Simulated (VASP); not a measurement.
# La (P6_3/mmc) in VASP: a series of runs

La is run at these levels: PBEsol; tasks: single point, relaxation of cell and atoms.

Everything below comes from runs of VASP 6.6.1. Logs are shortened: lines on timing, memory, paths and dates and some standing lists are left out, and cuts for length are marked.

**1. The cell of the first run**

It takes space group P6_3/mmc (No. 194, hexagonal). Conventional cell: a = 3.656 Å, b = 3.656 Å, c = 11.720 Å, α = 90.00°, β = 90.00°, γ = 120.00°. La (site symmetry -3m) has 12 La at 3.61 to 3.66 Å within 4.7 Å. La (site symmetry -6m2) has 12 La at 3.61 to 3.66 Å within 4.7 Å.

**2. Single point, PBEsol**

The input, INCAR:

```
SYSTEM = La
PREC     = Accurate       ! precision mode
ENCUT    = 520            ! plane-wave cutoff, eV
EDIFF    = 1E-7           ! SCF threshold, eV
ISMEAR   = 0              ! smearing method
SIGMA    = 0.05           ! smearing width, eV
LREAL    = .FALSE.        ! projectors in reciprocal space
LASPH    = .TRUE.         ! aspherical terms in the spheres
NELM     = 60             ! most SCF steps
ALGO     = Normal         ! electronic algorithm
ISIF     = 2              ! what is computed and relaxed
LWAVE    = .FALSE.        ! write WAVECAR
LCHARG   = .FALSE.        ! write CHGCAR
GGA      = PS             ! functional
NBANDS   = 30             ! bands
```

The input, KPOINTS:

```
regular mesh
0
G
  8 8 2
  0 0 0
```

The input, POSCAR:

```
La
1.0
    3.6562680302      0.0000000000      0.0000000000
   -1.8281340151      3.1664209972      0.0000000000
    0.0000000000      0.0000000000     11.7198572256
La
4
Direct
    0.0000000000      0.0000000000      0.0000000000
    0.0000000000      0.0000000000      0.5000000000
    0.3333333333      0.6666666667      0.7500000000
    0.6666666667      0.3333333333      0.2500000000
```

Potentials or basis: VASP PAW PBE potentials, release 64 (La).

Run with:

```console
$ cat potpaw_PBE.64/La/POTCAR > POTCAR
$ mpirun -np 1 vasp_std > vasp.out
```

OUTCAR:

```text
SYSTEM = La
   PREC = Accurate
   ENCUT = 520
   EDIFF = 1E-7
   ISMEAR = 0
   LREAL = .FALSE.
   LASPH = .TRUE.
   NELM = 60
   ISIF = 2
   GGA = PS

 ion  position               nearest neighbor table
   1  0.000  0.000  0.000-   3 3.61   4 3.61   4 3.61   3 3.61   4 3.61   3 3.61
   2  0.000  0.000  0.500-   3 3.61   4 3.61   4 3.61   3 3.61   4 3.61   3 3.61
   3  0.333  0.667  0.750-   1 3.61   2 3.61   1 3.61   2 3.61   1 3.61   2 3.61
   4  0.667  0.333  0.250-   1 3.61   2 3.61   1 3.61   2 3.61   1 3.61   2 3.61

  LATTYP: Found a hexagonal cell.
 ALAT       =     3.6562680302
 C/A-ratio  =     3.2054152291

  Lattice vectors:

 A1 = (   3.6562680302,   0.0000000000,   0.0000000000)
 A2 = (  -1.8281340151,   3.1664209972,   0.0000000000)
 A3 = (   0.0000000000,   0.0000000000,  11.7198572256)

Analysis of symmetry for initial positions (statically):
=====================================================================
 Subroutine PRICEL returns:
 Original cell was already a primitive cell.

 Routine SETGRP: Setting up the symmetry group for a
 hexagonal supercell.

 Subroutine GETGRP returns: Found 24 space group operations
 (whereof 12 operations were pure point group operations)
 out of a pool of 24 trial point group operations.

The static configuration has the point symmetry D_3d.
 The point group associated with its full space group is D_6h.

Analysis of symmetry for dynamics (positions and initial velocities):
=====================================================================
 Subroutine PRICEL returns:
 Original cell was already a primitive cell.

 Routine SETGRP: Setting up the symmetry group for a
 hexagonal supercell.

 Subroutine GETGRP returns: Found 24 space group operations
 (whereof 12 operations were pure point group operations)
 out of a pool of 24 trial point group operations.

The dynamic configuration has the point symmetry D_3d.
 The point group associated with its full space group is D_6h.

 Subroutine INISYM returns: Found 24 space group operations
 (whereof 12 operations are pure point group operations),
 and found     1 'primitive' translations

----------------------------------------------------------------------------------------

[... 87 lines left out ...]
   LSORBIT =      F    spin-orbit coupling
   LASPH  =      T    aspherical Exc in radial PAW
   ENCUT  =  520.0 eV  38.22 Ry    6.18 a.u.   6.80  6.80 21.79*2*pi/ulx,y,z
   NELM   =     60;   NELMIN=  2; NELMDL= -5     # of ELM steps
   EDIFF  = 0.1E-06   stopping-criterion for ELM
   LREAL  =      F    real-space projection
   EDIFFG = 0.1E-05   stopping-criterion for IOM
   NSW    =      0    number of steps for IOM
   IBRION =     -1    ionic relax: 0-MD 1-quasi-New 2-CG
   NFREE  =      0    steps in history (QN), initial steepest desc. (CG)
   ISIF   =      2    stress and relaxation
   ISYM   =      2    0-nonsym 1-usesym 2-fastsym
   POTIM  = 0.5000    time-step for ionic-motion
   TEBEG  =    0.0;   TEEND  =   0.0 temperature during run
   PSTRESS=    0.0 pullay stress
   NELECT =      44.0000    total number of electrons
   NUPDOWN=      -1.0000    fix difference up-down
   EMIN   =  10.00;   EMAX   =-10.00  energy-range for DOS
   EFERMI =   0.00;   METHOD = LEGACY
   ISMEAR =     0;   SIGMA  =   0.05  broadening in eV -4-tet -1-fermi 0-gaus
   EFERMI_NEDOS =   21; number of points for ismear=-14 and -15
   IALGO  =     38    algorithm
   IMIX   =      4    mixing-type and parameters
     AMIX     =   0.40;   BMIX     =  1.00
     AMIX_MAG =   1.60;   BMIX_MAG =  1.00
  volume/ion in A,a.u.               =      33.92       228.91
  Fermi-wavevector in a.u.,A,eV,Ry     =   1.124733  2.125437 17.211697  1.265024
  Thomas-Fermi vector in A             =   2.261406
   LORBIT       =      0    0 simple, 1 ext, 2 COOP (PROOUT), +10 PAW based schemes
   GGA     = PS    functional components
   LHFCALC =     F    Hartree Fock is set to
   AEXX    =    0.0000 exact exchange contribution
   IVDW    =     0    specifies the selected vdW correction
   LEPSILON=     F    determine dielectric tensor
   LRPA    =     F    only Hartree local field effects (RPA)
 non-spin polarized calculation
 Gauss-broadening in eV      SIGMA  =   0.05
  energy-cutoff  :      520.00
  volume of cell :      135.68
 maximum number of plane-waves:      3672
 NGX is ok and might be reduce to    28
   NGX = 13   NGY = 13   NGZ = 43

 number of electron      44.0000001 magnetization

 Free energy of the ion-electron system (eV)
  ---------------------------------------------------
  ext. energy  EPLUGINS =         0.00000000
  ---------------------------------------------------
  free energy    TOTEN  =       -21.40812071 eV

  energy without entropy =      -21.40091825  energy(sigma->0) =      -21.40451948

 E-fermi :   8.6534     XC(G=0): -10.0612

 val. band max:        8.6344334878   @ k =   0.2500   0.2500   0.5000
 cond. band min:       8.6733957392   @ k =   0.1250   0.1250   0.0000
 fundamental gap:      0.0389622515
 Fermi energy:         8.6534091446

 k-point     1 :       0.0000    0.0000    0.0000
  band No.  band energies     occupation
      1     -24.1199      2.00000
      2     -23.9754      2.00000
      3     -23.9708      2.00000
      4     -23.8192      2.00000
      5      -8.6867      2.00000
      6      -7.8233      2.00000
[... 649 lines left out ...]
     29      10.3840      0.00000
     30      10.4067      0.00000

------------------------ aborting loop because EDIFF is reached ----------------------------------------

  FORCE on cell =-STRESS in cart. coord.  units (eV):
  Direction    XX          YY          ZZ          XY          YZ          ZX
  --------------------------------------------------------------------------------------
  -------------------------------------------------------------------------------------
  Total        0.0765436      0.0765436      0.0550316      0.0000000      0.0000000      0.0000000
  in kB        0.9038379      0.9038379      0.6498205      0.0000000      0.0000000      0.0000000
  external PRESSURE =       0.8191654 kB  Pullay stress =       0.0000000 kB

 VOLUME and BASIS-vectors are now :
 -----------------------------------------------------------------------------
  energy-cutoff  :      520.00
  volume of cell :      135.68
      direct lattice vectors                 reciprocal lattice vectors
     3.656268030  0.000000000  0.000000000     0.273502925  0.157906987  0.000000000
    -1.828134015  3.166420997  0.000000000     0.000000000  0.315813974  0.000000000
     0.000000000  0.000000000 11.719857226     0.000000000  0.000000000  0.085325272

 POSITION                                       TOTAL-FORCE (eV/Angst)
 -----------------------------------------------------------------------------------
      0.00000      0.00000      0.00000        -0.000000      0.000000     -0.000000
      0.00000      0.00000      5.85993        -0.000000      0.000000     -0.000000
     -0.00000      2.11095      8.78989        -0.000000      0.000000     -0.000000
      1.82813      1.05547      2.92996         0.000000     -0.000000      0.000000
 -----------------------------------------------------------------------------------
    total drift:                               -0.000000      0.000000      0.000000

  FREE ENERGIE OF THE ION-ELECTRON SYSTEM (eV)
  ---------------------------------------------------
  free  energy   TOTEN  =       -21.4081207099 eV

  energy  without entropy=      -21.4009182507  energy(sigma->0) =      -21.40451948
```

It took 60 s on 1 thread of Intel Xeon 6975P-C (Granite Rapids), shared host; peak memory 0.27 GiB.

What came out:

| Quantity | Value |
| --- | --- |
| Free energy | -21.4081 eV |
| Pressure | 0.1 GPa |
| Band gap on the k mesh | zero (band 22 reaches 9.43 eV, above the bottom of band 23 at 8.43 eV) |

Levels at points of the mesh, in eV from the Fermi level:
```tsv
k point	band 19	band 20	band 21	band 22	band 23	band 24	band 25	band 26
(0.00, 0.00, 0.00)	-1.83	-1.82	0.57	0.72	1.24	1.24	1.32	1.33
(0.50, 0.00, 0.00)	-1.76	-1.21	-0.79	-0.30	-0.22	0.46	1.09	1.16
(0.00, 0.00, 0.50)	-1.80	-1.80	0.78	0.78	1.32	1.32	1.32	1.34
(0.50, 0.00, 0.50)	-1.50	-1.50	-1.25	-1.25	0.65	0.65	1.40	1.40
```

Caveat: the PAW data sets were made with another functional, which shifts forces and pressure a little; spin-orbit coupling is left out, which moves the levels of the heavy elements.

**3. Relaxation of cell and atoms, PBEsol**

This run uses another cell than the first one, of 37.42 Å³/atom, 1.103 times its volume.

The input, INCAR:

```
  ALGO = Normal
  EDIFF = 1E-6
  EDIFFG = -0.02
  ENCUT = 600
  GGA = PS
  IBRION = 2
  ISIF = 3
  ISMEAR = 0
  LASPH = True
  LCHARG = False
  LREAL = False
  LWAVE = False
  NELM = 100
  NSW = 80
  PREC = Accurate
  SIGMA = 0.05
```

The input, KPOINTS:

```
k-points
0
Gamma
  8 8 2
```

The input, POSCAR:

```
La
1.0
    3.7700000000      0.0000000000      0.0000000000
   -1.8850000000      3.2649157700      0.0000000000
    0.0000000000      0.0000000000     12.1590000000
La
4
Direct
    0.0000000000      0.0000000000      0.0000000000
    0.0000000000      0.0000000000      0.5000000000
    0.3333333328      0.6666666656      0.7500000000
    0.6666666672      0.3333333344      0.2500000000
```

Potentials or basis: VASP PAW PBE potentials, release 64 (La).

Run with:

```console
$ cat potpaw_PBE.64/La/POTCAR > POTCAR
$ mpirun -np 1 vasp_std > vasp.out
```

It took 4.4 min on 1 thread of Intel Xeon 6975P-C (Granite Rapids), shared host; peak memory 0.34 GiB.

It converged, with:

* Free energy: -21.4088 eV
* Relaxed volume: 34.00 Å³/atom
* Relaxed cell: a = 3.658 Å, b = 3.658 Å, c = 11.736 Å, α = 90.00°, β = 90.00°, γ = 120.00°
* Space group after relaxing (to 0.05 Å): P6_3/mmc (No. 194)
* Energy gained by relaxing: 26.2 meV/atom
* Ionic steps: 6
* Pressure after relaxing: 0.0 GPa
* Band gap on the k mesh: zero (band 22 reaches 9.41 eV, above the bottom of band 23 at 8.40 eV)

Step by step:
```csv
step,energy change (eV),largest force (eV/Å),pressure (GPa),volume (Å³)
1,0.0000,0.0000,-2.34,149.66
2,-0.1013,0.0000,-0.36,138.12
3,-0.1035,0.0000,-0.06,136.48
4,-0.1035,0.0000,0.00,136.18
5,-0.1044,0.0000,0.01,136.07
6,-0.1047,0.0000,0.03,136.00
```

Final structure:
```xyz
4
Lattice="3.6580 0.0000 0.0000 -1.8290 3.1679 0.0000 0.0000 0.0000 11.7364" Properties=species:S:1:pos:R:3 pbc="T T T"
La    0.0000    0.0000    0.0000
La    0.0000    0.0000    5.8682
La    0.0000    2.1119    8.8023
La    1.8290    1.0560    2.9341
```

Levels at points of the mesh, in eV from the Fermi level:
```
           k point  band 18  band 19  band 20  band 21  band 22  band 23  band 24  band 25  band 26
(0.00, 0.00, 0.00)    -1.91    -1.83    -1.82     0.57     0.71     1.24     1.24     1.31     1.33
(0.50, 0.00, 0.00)    -2.03    -1.75    -1.21    -0.79    -0.30    -0.23     0.45     1.09     1.16
(0.00, 0.00, 0.50)    -2.68    -1.79    -1.79     0.78     0.78     1.32     1.32     1.37     1.38
(0.50, 0.00, 0.50)    -1.85    -1.50    -1.50    -1.24    -1.24     0.64     0.64     1.40     1.40
```

Caveat: the PAW data sets were made with another functional, which shifts forces and pressure a little; spin-orbit coupling is left out, which moves the levels of the heavy elements.
